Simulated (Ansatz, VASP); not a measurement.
Ba in VASP and in Ansatz

```
Ba
1.0
     4.69768    0.00000    0.00000
     0.00000    5.82761    0.00000
     0.00000    0.00000    4.64204
Ba
2
Direct
  0.00000 0.00000 0.74987
  0.50000 0.50000 0.25013
```

Alike in both runs: functional PBE; k mesh 4 × 4 × 4; occupations gaussian, width 0.1 eV; no spin polarisation.

Ansatz relaxed the structure, and its values are those at the end. VASP's run is a single point on that final structure, the one shown.

|  | VASP | Ansatz |
| --- | --- | --- |
| version | VASP 6.6.1 | Ansatz 0.2.0 |
| potentials or method | VASP PAW PBE potentials, release 64 (Ba_sv), cutoff 520 eV | scalar-relativistic, plane waves, PAW |
| valence electrons in the cell | 20 | 20 |

|  | VASP | Ansatz | Ansatz less VASP |
| --- | --- | --- | --- |
| gap on the k mesh at the Fermi level (eV) | none | none | - |
| pressure (GPa) | 0.1 | 0.0 | -0.04 |

A gap of «none» marks a metal or a gap that the smearing closes.

Neither program's run includes spin-orbit coupling.
